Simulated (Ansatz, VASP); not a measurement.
# Al3GaN4 in VASP and in Ansatz

```
CELL_PARAMETERS angstrom
4.27490 -0.24239 -0.24239
-0.24239 4.27490 -0.24239
-0.24239 -0.24239 4.27490
ATOMIC_POSITIONS crystal
Al 0.50000 0.50000 0.00000
Al 0.50000 0.00000 0.50000
Al 0.00000 0.50000 0.50000
Ga 0.00000 0.00000 0.00000
N 0.74471 0.74471 0.25529
N 0.74471 0.25529 0.74471
N 0.25529 0.74471 0.74471
N 0.25529 0.25529 0.25529
```

Change from the starting cell: equal engineering shear yz, xz and xy -0.1100, equal normal strain along x, y and z -0.0300.

Alike in both runs: task single point; functional PBEsol; k mesh 6 × 6 × 6; occupations gaussian, width 0.05 eV; no spin polarisation.

|  | VASP | Ansatz |
| --- | --- | --- |
| version | VASP 6.6.1 | Ansatz 0.2.0 |
| potentials or method | VASP PAW PBE potentials, release 64 (Al, Ga_d, N), cutoff 520 eV | scalar-relativistic, plane waves, PAW |
| valence electrons in the cell | 42 | 42 |

Ansatz gave:

| Quantity | Value |
| --- | --- |
| gap on the k mesh at the Fermi level (eV) | 2.63 |
| least direct gap on the mesh (eV) | 2.63 |
| pressure (GPa) | 36.0 |
| traceless stress, the component that is largest in VASP (GPa) | 38.84 |
| rms of the force components (eV/Å) | 3.001 |

Estimate VASP's values.

gap on the k mesh at the Fermi level (eV): 2.61; least direct gap on the mesh (eV): 2.61; pressure (GPa): 36.3; traceless stress, the component that is largest in VASP (GPa): 39.23; rms of the force components (eV/Å): 3.033.

VASP's potentials were made for PBE, not for PBEsol. Atom by atom the forces differ by 0.065 eV/Å (rms over components). Both programs put the cell under a high pressure, so it lies far from rest at this level. With one functional, cell and mesh, what is left measures potentials, basis and numerics.
